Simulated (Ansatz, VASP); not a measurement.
## One calculation of RbBr, two programs

```xyz
2
Lattice="0.0000 3.8695 3.8695 3.8695 0.0000 3.8695 3.8695 3.8695 0.0000" Properties=species:S:1:pos:R:3 pbc="T T T"
Rb    0.0000    0.0000    0.0000
Br    1.9347    1.9347    1.9347
```

Alike in both runs: task single point; functional PBE; k mesh 6 × 6 × 6; occupations fermi-dirac, width 0.02 eV; no spin polarisation.

|  | VASP | Ansatz |
| --- | --- | --- |
| version | VASP 6.6.1 | Ansatz 0.2.0 |
| potentials or method | VASP PAW PBE potentials, release 64 (Rb_sv, Br) | plane waves, PAW |
| plane-wave cutoff (eV) | 520 | 420 |
| valence electrons in the cell | 16 | 16 |

VASP gave:

| Property | Result |
| --- | --- |
| gap on the k mesh at the Fermi level (eV) | 4.08 |
| pressure (GPa) | 0.2 |

**Question.** Which values does Ansatz return?

**Answer.** gap on the k mesh at the Fermi level (eV): 4.07; pressure (GPa): 0.2.

With one functional, cell and mesh, what is left measures potentials, basis and numerics.
